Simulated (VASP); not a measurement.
# Cs4Pb4IBr11 (a cell with a defect) in VASP: relaxation of the atoms with PBE

Aim: the relaxation of the atoms of Cs4Pb4IBr11 (a cell with a defect) with PBE.

All numbers are computed with VASP 6.6.1; they aren't measurements. Logs are shortened: lines on timing, memory, paths and dates and some standing lists are left out, and cuts for length are marked.

### Step 1. The cell of the first run

The cell holds a defect, 20 atoms: a = 10.167 Å, b = 10.167 Å, c = 10.167 Å, α = 109.47°, β = 109.47°, γ = 109.47°.

### Step 2. Relaxation of the atoms, PBE

File INCAR:

```
PREC = Accurate ; ENCUT = 520
EDIFF = 1E-6 ; ISMEAR = -1
SIGMA = 0.01 ; LREAL = Auto
LASPH = True ; NELM = 60
ALGO = Normal ; ISIF = 2
LWAVE = False ; LCHARG = False
GGA = PE ; IBRION = 2
NSW = 60 ; EDIFFG = -0.03
KPAR = 2
```

File KPOINTS:

```
Automatic mesh
0
Gamma
  2 2 2
```

File POSCAR:

```
Cs4Pb4IBr11
1.0
   -5.8700000000      5.8700000000      5.8700000000
    5.8700000000     -5.8700000000      5.8700000000
    5.8700000000      5.8700000000     -5.8700000000
Cs Pb I Br
4 4 1 11
Direct
    0.0000000000      0.0000000000      0.0000000000
    0.5000000000      0.5000000000      0.0000000000
    0.5000000000      0.0000000000      0.5000000000
    0.0000000000      0.5000000000      0.5000000000
    0.5000000000      0.5000000000      0.5000000000
    0.0000000000      0.0000000000      0.5000000000
    0.0000000000      0.5000000000      0.0000000000
    0.5000000000      0.0000000000      0.0000000000
    0.5000000000      0.2500000000      0.2500000000
    0.0000000000      0.7500000000      0.2500000000
    0.0000000000      0.2500000000      0.7500000000
    0.5000000000      0.7500000000      0.7500000000
    0.2500000000      0.5000000000      0.2500000000
    0.7500000000      0.0000000000      0.2500000000
    0.7500000000      0.5000000000      0.7500000000
    0.2500000000      0.0000000000      0.7500000000
    0.2500000000      0.2500000000      0.5000000000
    0.7500000000      0.7500000000      0.5000000000
    0.7500000000      0.2500000000      0.0000000000
    0.2500000000      0.7500000000      0.0000000000
```

Potentials or basis: VASP PAW PBE potentials, release 64 (Cs_sv, Pb_d, I, Br).

Command:

```
cat potpaw_PBE.64/Cs_sv/POTCAR potpaw_PBE.64/Pb_d/POTCAR potpaw_PBE.64/I/POTCAR potpaw_PBE.64/Br/POTCAR > POTCAR
mpirun -np 4 vasp_std > vasp.out
```

OUTCAR:

```text
PREC = Accurate
   ENCUT = 520
   EDIFF = 1E-6
   ISMEAR = -1
   LREAL = Auto
   LASPH = True
   NELM = 60
   ISIF = 2
   GGA = PE
   IBRION = 2
   NSW = 60
   EDIFFG = -0.03

 ion  position               nearest neighbor table
   1  0.000  0.000  0.000-
   2  0.500  0.500  0.000-
   3  0.500  0.000  0.500-
   4  0.000  0.500  0.500-
   5  0.500  0.500  0.500-   9 2.94  12 2.94  13 2.94  15 2.94  17 2.94  18 2.94
   6  0.000  0.000  0.500-  10 2.94  11 2.94  14 2.94  16 2.94  17 2.94  18 2.94
   7  0.000  0.500  0.000-  10 2.94  11 2.94  13 2.94  15 2.94  19 2.94  20 2.94
   8  0.500  0.000  0.000-   9 2.94  12 2.94  14 2.94  16 2.94  19 2.94  20 2.94
   9  0.500  0.250  0.250-   5 2.94   8 2.94
  10  0.000  0.750  0.250-   6 2.94   7 2.94
  11  0.000  0.250  0.750-   6 2.94   7 2.94
  12  0.500  0.750  0.750-   5 2.94   8 2.94
  13  0.250  0.500  0.250-   5 2.94   7 2.94
  14  0.750  0.000  0.250-   6 2.94   8 2.94
  15  0.750  0.500  0.750-   5 2.94   7 2.94
  16  0.250  0.000  0.750-   6 2.94   8 2.94
  17  0.250  0.250  0.500-   5 2.94   6 2.94
  18  0.750  0.750  0.500-   5 2.94   6 2.94
  19  0.750  0.250  0.000-   7 2.94   8 2.94
  20  0.250  0.750  0.000-   7 2.94   8 2.94

  LATTYP: Found a body centered cubic cell.
 ALAT       =    11.7400000000

  Lattice vectors:

 A1 = (  -5.8700000000,   5.8700000000,   5.8700000000)
 A2 = (   5.8700000000,  -5.8700000000,   5.8700000000)
 A3 = (   5.8700000000,   5.8700000000,  -5.8700000000)

Analysis of symmetry for initial positions (statically):
=====================================================================
 Subroutine PRICEL returns:
 Original cell was already a primitive cell.

 Routine SETGRP: Setting up the symmetry group for a
 body centered cubic supercell.

 Subroutine GETGRP returns: Found 16 space group operations
 (whereof  4 operations were pure point group operations)
 out of a pool of 48 trial point group operations.

The static configuration has the point symmetry C_2v.
 The point group associated with its full space group is D_4h.

Analysis of symmetry for dynamics (positions and initial velocities):
=====================================================================
 Subroutine PRICEL returns:
 Original cell was already a primitive cell.

 Routine SETGRP: Setting up the symmetry group for a
 body centered cubic supercell.

 Subroutine GETGRP returns: Found 16 space group operations
 (whereof  4 operations were pure point group operations)
 out of a pool of 48 trial point group operations.

The dynamic configuration has the point symmetry C_2v.
 The point group associated with its full space group is D_4h.

 Subroutine INISYM returns: Found 16 space group operations
 (whereof  4 operations are pure point group operations),
 and found     1 'primitive' translations

----------------------------------------------------------------------------------------

                                     Primitive cell

  volume of cell :     809.0480

  direct lattice vectors                    reciprocal lattice vectors
    -5.870000000  5.870000000  5.870000000     0.000000000  0.085178876  0.085178876
     5.870000000 -5.870000000  5.870000000     0.085178876  0.000000000  0.085178876
     5.870000000  5.870000000 -5.870000000     0.085178876  0.085178876  0.000000000

  length of vectors
    10.167138240 10.167138240 10.167138240     0.120461121  0.120461121  0.120461121

  position of ions in fractional coordinates (direct lattice)
     0.000000000  0.000000000  0.000000000
     0.500000000  0.500000000  0.000000000
     0.500000000  0.000000000  0.500000000
     0.000000000  0.500000000  0.500000000
     0.500000000  0.500000000  0.500000000
     0.000000000  0.000000000  0.500000000
[... 12 lines left out ...]
     0.750000000  0.250000000  0.000000000
     0.250000000  0.750000000  0.000000000

  ion indices of the primitive-cell ions
   primitive index   ion index
                 1           1
                 2           2
                 3           3
                 4           4
                 5           5
                 6           6
[... 12 lines left out ...]
                19          19
                20          20

----------------------------------------------------------------------------------------

 KPOINTS: Automatic mesh

Automatic generation of k-mesh.
 Grid dimensions read from file:
 generate k-points for:    2    2    2

 Generating k-lattice:

  Cartesian coordinates                     Fractional coordinates (reciprocal lattice)
     0.000000000  0.042589438  0.042589438     0.500000000  0.000000000  0.000000000
     0.042589438  0.000000000  0.042589438     0.000000000  0.500000000  0.000000000
     0.042589438  0.042589438  0.000000000     0.000000000  0.000000000  0.500000000

  Length of vectors
     0.060230561  0.060230561  0.060230561

  Shift w.r.t. Gamma in fractional coordinates (k-lattice)
     0.000000000  0.000000000  0.000000000

 Subroutine IBZKPT returns following result:
 ===========================================

 Found      4 irreducible k-points:

 Following reciprocal coordinates:
            Coordinates               Weight
  0.000000  0.000000  0.000000      1.000000
  0.500000  0.000000  0.000000      2.000000
  0.000000  0.500000  0.000000      4.000000
  0.500000  0.500000  0.500000      1.000000
   k-points           NKPTS =      4   k-points in BZ     NKDIM =      4   number of bands    NBANDS=    106
   number of dos      NEDOS =    301   number of ions     NIONS =     20
   total plane-waves  NPLWV = 512000
   dimension x,y,z NGX =    80 NGY =   80 NGZ =   80
   dimension x,y,z NGXF=   160 NGYF=  160 NGZF=  160
   ions per type =               4   4   1  11
   NGX,Y,Z   is equivalent  to a cutoff of  13.08, 13.08, 13.08 a.u.
   NGXF,Y,Z  is equivalent  to a cutoff of  26.16, 26.16, 26.16 a.u.
 SYSTEM =  unknown system
   PREC   = accura    normal or accurate (medium, high low for compatibility)
   ISTART =      0    job   : 0-new  1-cont  2-samecut
   ICHARG =      2    charge: 1-file 2-atom 10-const
   ISPIN  =      1    spin polarized calculation?
   LNONCOLLINEAR =      F non collinear calculations
   LSORBIT =      F    spin-orbit coupling
   LASPH  =      T    aspherical Exc in radial PAW
   ENCUT  =  520.0 eV  38.22 Ry    6.18 a.u.  18.90 18.90 18.90*2*pi/ulx,y,z
   NELM   =     60;   NELMIN=  2; NELMDL= -5     # of ELM steps
   EDIFF  = 0.1E-05   stopping-criterion for ELM
   LREAL  =      T    real-space projection
   EDIFFG = -.3E-01   stopping-criterion for IOM
   NSW    =     60    number of steps for IOM
   IBRION =      2    ionic relax: 0-MD 1-quasi-New 2-CG
   NFREE  =      1    steps in history (QN), initial steepest desc. (CG)
   ISIF   =      2    stress and relaxation
   ISYM   =      2    0-nonsym 1-usesym 2-fastsym
   POTIM  = 0.5000    time-step for ionic-motion
   TEBEG  =    0.0;   TEEND  =   0.0 temperature during run
   PSTRESS=    0.0 pullay stress
   NELECT =     176.0000    total number of electrons
   NUPDOWN=      -1.0000    fix difference up-down
   EMIN   =  10.00;   EMAX   =-10.00  energy-range for DOS
   EFERMI =   0.00;   METHOD = LEGACY
   ISMEAR =    -1;   SIGMA  =   0.01  broadening in eV -4-tet -1-fermi 0-gaus
   EFERMI_NEDOS =   21; number of points for ismear=-14 and -15
   IALGO  =     38    algorithm
   IMIX   =      4    mixing-type and parameters
     AMIX     =   0.40;   BMIX     =  1.00
     AMIX_MAG =   1.60;   BMIX_MAG =  1.00
  volume/ion in A,a.u.               =      40.45       272.99
  Fermi-wavevector in a.u.,A,eV,Ry     =   0.984587  1.860600 13.189657  0.969412
  Thomas-Fermi vector in A             =   2.115831
   LORBIT       =      0    0 simple, 1 ext, 2 COOP (PROOUT), +10 PAW based schemes
   GGA     = PE    functional components
   LHFCALC =     F    Hartree Fock is set to
   AEXX    =    0.0000 exact exchange contribution
   IVDW    =     0    specifies the selected vdW correction
   LEPSILON=     F    determine dielectric tensor
   LRPA    =     F    only Hartree local field effects (RPA)
 conjugate gradient relaxation of ions
 non-spin polarized calculation
  energy-cutoff  :      520.00
  volume of cell :      809.05
 maximum number of plane-waves:     21769
 NGX is ok and might be reduce to    80
   NGX = 37   NGY = 37   NGZ = 37

--------------------------------------- Ionic step        1  -------------------------------------------

 number of electron     176.0000049 magnetization

 Free energy of the ion-electron system (eV)
  ---------------------------------------------------
  ext. energy  EPLUGINS =         0.00000000
  ---------------------------------------------------
  free energy    TOTEN  =       -62.29297865 eV

  energy without entropy =      -62.29297865  energy(sigma->0) =      -62.29297865

------------------------ aborting loop because EDIFF is reached ----------------------------------------

  FORCE on cell =-STRESS in cart. coord.  units (eV):
  Direction    XX          YY          ZZ          XY          YZ          ZX
  --------------------------------------------------------------------------------------
  -------------------------------------------------------------------------------------
  Total       13.6688706      8.3617701      8.3617701      0.0000000      0.0000000      0.0000000
  in kB       27.0687947     16.5590155     16.5590155      0.0000000      0.0000000      0.0000000
  external PRESSURE =      20.0622752 kB  Pullay stress =       0.0000000 kB
[... 93 lines left out ...]
  energy  without entropy=      -62.3406736619  energy(sigma->0) =      -62.34067366

--------------------------------------- Ionic step        3  -------------------------------------------

 number of electron     176.0000045 magnetization

 Free energy of the ion-electron system (eV)
  ---------------------------------------------------
  ext. energy  EPLUGINS =         0.00000000
  ---------------------------------------------------
  free energy    TOTEN  =       -62.36334131 eV

  energy without entropy =      -62.36334131  energy(sigma->0) =      -62.36334131

 E-fermi :   1.8922     XC(G=0):  -7.6946

 val. band max:        1.6074056962   @ k =   0.5000   0.5000   0.5000
 cond. band min:       3.0016111113   @ k =   0.5000   0.5000   0.5000
 fundamental gap:      1.3942054151
 Fermi energy:         1.8922484591

 k-point     1 :       0.0000    0.0000    0.0000
  band No.  band energies     occupation
      1     -19.9871      2.00000
      2     -19.9851      2.00000
      3     -19.9851      2.00000
      4     -19.9850      2.00000
      5     -15.3844      2.00000
      6     -15.3707      2.00000
[... 401 lines left out ...]
     99       6.4266      0.00000
    100       6.5593      0.00000
 [bands above 100 left out]

------------------------ aborting loop because EDIFF is reached ----------------------------------------

  FORCE on cell =-STRESS in cart. coord.  units (eV):
  Direction    XX          YY          ZZ          XY          YZ          ZX
  --------------------------------------------------------------------------------------
  -------------------------------------------------------------------------------------
  Total       13.2584531      8.3842360      8.3842360      0.0000000      0.0000000      0.0000000
  in kB       26.2560350     16.6035051     16.6035051      0.0000000      0.0000000      0.0000000
  external PRESSURE =      19.8210151 kB  Pullay stress =       0.0000000 kB
[... 35 lines left out ...]
  FREE ENERGIE OF THE ION-ELECTRON SYSTEM (eV)
  ---------------------------------------------------
  free  energy   TOTEN  =       -62.3633413078 eV

  energy  without entropy=      -62.3633413078  energy(sigma->0) =      -62.36334131

 reached required accuracy - stopping structural energy minimisation
```

Run time: 7.5 min. Hardware: 4 MPI ranks of Intel Xeon Platinum 8488C (Sapphire Rapids), shared host; peak memory 0.73 GiB.

What came out:

* Free energy: -62.3633 eV
* Energy gained by relaxing: 3.5 meV/atom
* Ionic steps: 3
* Pressure after relaxing: 2.0 GPa
* Largest force after relaxing: 0.022 eV/Å
* Band gap on the k mesh: 1.39 eV

Forces on the atoms (eV/Å):
```
Cs   0.000 -0.005 -0.005
Cs   0.000 -0.005  0.005
Cs   0.000  0.005 -0.005
Cs   0.000  0.005  0.005
Pb   0.011  0.000  0.000
Pb   0.000  0.000  0.000
Pb   0.000  0.000  0.000
Pb  -0.011  0.000  0.000
I    0.000  0.000  0.000
Br   0.000  0.000  0.000
Br   0.000  0.000  0.000
Br   0.000  0.000  0.000
Br   0.022 -0.003  0.000
Br  -0.022  0.003  0.000
Br   0.022  0.003  0.000
Br  -0.022 -0.003  0.000
Br   0.022  0.000 -0.003
Br   0.022  0.000  0.003
Br  -0.022  0.000  0.003
Br  -0.022  0.000 -0.003
```

The path:
```tsv
step	energy change (eV)	largest force (eV/Å)	pressure (GPa)
1	0.0000	0.7856	2.01
2	-0.0477	0.4470	1.99
3	-0.0704	0.0224	1.98
```

Final structure:
```cif
data_structure
_symmetry_space_group_name_H-M 'P 1'
_symmetry_Int_Tables_number 1
_cell_length_a 10.1671
_cell_length_b 10.1671
_cell_length_c 10.1671
_cell_angle_alpha 109.471
_cell_angle_beta 109.471
_cell_angle_gamma 109.471
_cell_volume 809.05
loop_
_atom_site_label
_atom_site_type_symbol
_atom_site_fract_x
_atom_site_fract_y
_atom_site_fract_z
_atom_site_occupancy
Cs1 Cs 0.99914 0.99957 0.99957 1
Cs2 Cs 0.50000 0.50043 0.99957 1
Cs3 Cs 0.50000 0.99957 0.50043 1
Cs4 Cs 0.00086 0.50043 0.50043 1
Pb1 Pb 0.50000 0.50725 0.50725 1
Pb2 Pb 0.00000 0.00000 0.50000 1
Pb3 Pb 0.00000 0.50000 0.00000 1
Pb4 Pb 0.50000 0.99275 0.99275 1
I1 I 0.50000 0.25000 0.25000 1
Br1 Br 0.00000 0.75000 0.25000 1
Br2 Br 0.00000 0.25000 0.75000 1
Br3 Br 0.50000 0.75000 0.75000 1
Br4 Br 0.24980 0.50004 0.24985 1
Br5 Br 0.75020 0.99996 0.25015 1
Br6 Br 0.75020 0.50004 0.75024 1
Br7 Br 0.24980 0.99996 0.74976 1
Br8 Br 0.24980 0.24985 0.50004 1
Br9 Br 0.75020 0.75024 0.50004 1
Br10 Br 0.75020 0.25015 0.99996 1
Br11 Br 0.24980 0.74976 0.99996 1
```

Levels at points of the mesh, in eV from the valence-band top:
| k point | band 84 | band 85 | band 86 | band 87 | band 88 | band 89 | band 90 | band 91 | band 92 | band 93 |
| --- | --- | --- | --- | --- | --- | --- | --- | --- | --- | --- |
| (0.00, 0.00, 0.00) | -1.66 | -1.66 | -0.81 | -0.79 | -0.57 | 1.95 | 1.95 | 1.98 | 1.99 | 2.01 |
| (0.50, 0.00, 0.00) | -1.96 | -1.84 | -1.69 | -1.23 | -0.90 | 1.99 | 1.99 | 3.27 | 3.36 | 3.39 |
| (0.00, 0.50, 0.00) | -1.89 | -1.79 | -1.76 | -1.25 | -1.22 | 1.96 | 1.97 | 3.37 | 3.38 | 3.51 |
| (0.50, 0.50, 0.50) | -1.66 | -1.55 | -1.53 | -1.31 | 0.00 | 1.39 | 1.39 | 1.48 | 2.45 | 2.49 |

Caveat: spin-orbit coupling is left out, which moves the levels of the heavy elements.
